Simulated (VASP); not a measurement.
Crystal: GdO.

```xyz
2
Lattice="0.0000 2.7000 2.7000 2.7000 0.0000 2.7000 2.7000 2.7000 0.0000" Properties=species:S:1:pos:R:3 pbc="T T T"
Gd    0.0000    0.0000    0.0000
O     1.3500    1.3500    1.3500
```

Base run:

* Program: VASP 6.6.1
* Functional: r2SCAN
* Potentials or basis: VASP PAW PBE potentials, release 64 (Gd, O)
* Cutoff: 520 eV
* k mesh: 9 × 9 × 9
* Occupations: fermi-dirac, width 0.05 eV
* Spin: collinear spin, ferromagnetic start
* Starting moments: [7.0, 0.0] μB

Its results: pressure -2.4 GPa; net moment 7.94 μB per cell; site moments Gd +6.99; O +0.03 μB.

Question: The run is repeated on the same cell with these changes: further incar settings from ALGO = Normal; EDIFF = 1e-06; NBANDS = 23 to ALGO = Normal; EDIFF = 1e-07; NBANDS = 23; hubbard terms from none to Gd f U = 4.0 eV. What comes out?

Answer: Pressure -1.9 GPa; net moment 7.96 μB per cell; site moments Gd +7.01; O +0.02 μB.

Caveats: the PAW data sets were made with another functional, which shifts forces and pressure a little; a cell with one magnetic atom can't hold antiferromagnetic order, which such compounds often take.
